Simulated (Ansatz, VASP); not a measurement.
# One calculation of SnO, two programs

```xyz
2
Lattice="0.0000 2.7218 2.7218 2.7218 0.0000 2.7218 2.7218 2.7218 0.0000" Properties=species:S:1:pos:R:3 pbc="T T T"
Sn    0.0000    0.0000    0.0000
O     1.3609    1.3609    1.3609
```

Change from the starting cell: hydrostatic strain +0.5%.

Alike in both runs: task single point; functional HSE06; k mesh 6 × 6 × 6; occupations fermi-dirac, width 0.02 eV; no spin polarisation.

|  | VASP | Ansatz |
| --- | --- | --- |
| version | VASP 6.6.1 | Ansatz 0.2.0 |
| potentials or method | VASP PAW PBE potentials, release 64 (Sn_d, O) | plane waves, PAW |
| plane-wave cutoff (eV) | 520 | 420 |
| valence electrons in the cell | 20 | 20 |

```csv
,VASP,Ansatz,Ansatz less VASP
pressure (GPa),-0.6,-0.7,-0.12
```

With one functional, cell and mesh, what is left measures potentials, basis and numerics. Ansatz's warnings: filled band counts differ across k points, stress exchange threshold loose, stress scf threshold loose.
